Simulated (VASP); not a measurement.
Write the native input for VASP 6.6.1 that does the following.

```
Task                   : single point
Functional             : PBEsol
Potentials or basis    : VASP PAW PBE potentials, release 64 (Re)
Cutoff                 : 520 eV
k mesh                 : 18 × 18 × 10
Occupations            : gaussian, width 0.15 eV
Spin                   : no spin polarisation
Dipole correction      : no
Further INCAR settings : ALGO = Normal; EDIFF = 1e-06; NBANDS = 14
```

The structure of Re lies in POSCAR:

```
Re
1.0
    2.8420000000      0.0000000000      0.0000000000
   -1.4210000000      2.4612441976      0.0000000000
    0.0000000000      0.0000000000      4.6210000000
Re
2
Direct
    0.3333333333      0.6666666667      0.2500000000
    0.6666666667      0.3333333333      0.7500000000
```

One way to write it, as run:

INCAR

```
SYSTEM = Re
PREC = Accurate
ENCUT = 520
EDIFF = 1E-6
ISMEAR = 0
SIGMA = 0.15
LREAL = .FALSE.
LASPH = .TRUE.
NELM = 80
ALGO = Normal
ISIF = 2
LWAVE = .FALSE.
LCHARG = .FALSE.
GGA = PS
NBANDS = 14
```

KPOINTS

```
regular mesh
0
G
  18 18 10
  0 0 0
```

Potentials or basis: VASP PAW PBE potentials, release 64 (Re).

Run with:

```sh
$ cat potpaw_PBE.64/Re/POTCAR > POTCAR
$ mpirun -np 1 vasp_std > vasp.out
```

It gave:

```json
{
  "Pressure": "-33.1 GPa",
  "Band gap on the k mesh": "zero (bands 7 and 8 overlap by 2.68 eV)"
}
```

Caveat: the cell stands under tension; the PAW data sets were made with another functional, which shifts forces and pressure a little; spin-orbit coupling is left out, which moves the levels of the heavy elements.

Wall time 32 s on 1 thread of Intel(R) Xeon(R) 6975P-C (Granite Rapids), on a shared host, peak memory 0.22 GiB.
